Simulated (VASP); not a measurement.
InP: relaxation of cell and atoms with LDA

Crystal: InP.

```
In P
1.0
     0.00000    2.91355    2.91355
     2.91355    0.00000    2.91355
     2.91355    2.91355    0.00000
In P
1 1
Cartesian
  0.0000 0.0000 0.0000
  4.3703 4.3703 4.3703
```

- Program: VASP 6.6.1
- Task: relaxation of cell and atoms
- Functional: LDA
- Potentials or basis: VASP PAW LDA potentials, release 64 (In_d, P)
- Cutoff: 600 eV
- k mesh: 10 × 10 × 10
- Occupations: gaussian, width 0.01 eV
- Spin: no spin polarisation
- Target pressure: 50 GPa
- Dipole correction: no
- Further INCAR settings: ALGO = Normal; EDIFF = 1e-06; IBRION = 2; EDIFFG = -0.001; NSW = 80; ISIF = 3

```
Relaxed volume                                         : 17.73 Å³/atom
Relaxed cell                                           : a = 3.688 Å, b = 3.688 Å, c = 3.688 Å, α = 60.00°, β = 60.00°, γ = 60.00°
Space group after relaxing (to 0.05 Å)                 : F-43m (No. 216)
Energy change on relaxing (the enthalpy is what falls) : +812.1 meV/atom
Ionic steps                                            : 27
Pressure after relaxing                                : 50.0 GPa
Band gap on the k mesh                                 : 0.83 eV, indirect (least direct gap 2.20 eV)
```

The path:
| step | energy change (eV) | largest force (eV/Å) | pressure (GPa) | volume (Å³) |
| --- | --- | --- | --- | --- |
| 1 | 0.0000 | 0.0000 | 0.04 | 49.46 |
| 2 | 65.1561 | 0.0000 | 1847.83 | 12.25 |
| 3 | 0.5358 | 0.0000 | 22.78 | 40.43 |
| 4 | 0.8481 | 0.0000 | 31.17 | 38.57 |
| 5 | 1.6997 | 0.0000 | 51.77 | 35.22 |
| 6 | 1.6181 | 0.0000 | 49.91 | 35.48 |
| 7 | 1.6181 | 0.0000 | 49.87 | 35.48 |
| 8 | 1.6182 | 0.0000 | 49.86 | 35.48 |
| 9 | 1.6182 | 0.0000 | 49.86 | 35.48 |
| 10 | 1.6182 | 0.0000 | 49.86 | 35.48 |
| 11 | 1.6182 | 0.0000 | 49.86 | 35.48 |
| 12 | 1.6182 | 0.0000 | 49.86 | 35.48 |
| 13 | 1.6182 | 0.0000 | 49.86 | 35.48 |
| 14 | 1.6182 | 0.0000 | 49.86 | 35.48 |
| 15 | 1.6182 | 0.0000 | 49.86 | 35.48 |
| 16 | 1.6182 | 0.0000 | 49.87 | 35.48 |
| 17 | 1.6182 | 0.0000 | 49.87 | 35.48 |
| 18 | 1.6183 | 0.0000 | 49.87 | 35.48 |
| 19 | 1.6184 | 0.0000 | 49.87 | 35.48 |
| 20 | 1.6186 | 0.0000 | 49.87 | 35.48 |
| 21 | 1.6191 | 0.0000 | 49.87 | 35.47 |
| 22 | 1.6199 | 0.0000 | 49.88 | 35.47 |
| 23 | 1.6217 | 0.0000 | 49.96 | 35.47 |
| 24 | 1.6252 | 0.0000 | 50.03 | 35.45 |
| 25 | 1.6236 | 0.0000 | 49.98 | 35.46 |
| 26 | 1.6243 | 0.0000 | 49.99 | 35.46 |
| 27 | 1.6243 | 0.0000 | 50.00 | 35.46 |

Final structure:
```
In P
1.0
     0.00000    2.60751    2.60751
     2.60751    0.00000    2.60751
     2.60751    2.60751    0.00000
In P
1 1
Direct
  0.00000 0.00000 0.00000
  0.75000 0.75000 0.75000
```

Levels at points of the mesh, in eV from the valence-band top:
```csv
k point,band 5,band 6,band 7,band 8,band 9,band 10,band 11,band 12,band 13
"(0.00, 0.00, 0.00)",-15.19,-14.64,0.00,0.00,0.00,2.20,3.64,3.64,3.64
"(0.50, 0.00, 0.00)",-15.14,-11.37,-8.29,-1.68,-1.68,2.03,4.46,4.46,7.11
"(0.50, 0.50, 0.00)",-15.07,-10.32,-7.79,-3.90,-3.90,0.83,1.68,10.59,11.47
```

Run time: 4.6 min on 1 thread of Intel(R) Xeon(R) 6975P-C (Granite Rapids) (shared host), peak memory 0.22 GiB.

Caveat: the cell is relaxed towards a set pressure, so the enthalpy falls and the energy may rise; the volume moved by over 15 % at a fixed basis, so the end points are rough; spin-orbit coupling is left out, which moves the levels of the heavy elements. A hybrid or GW would open this gap; LDA tends to underestimate it.
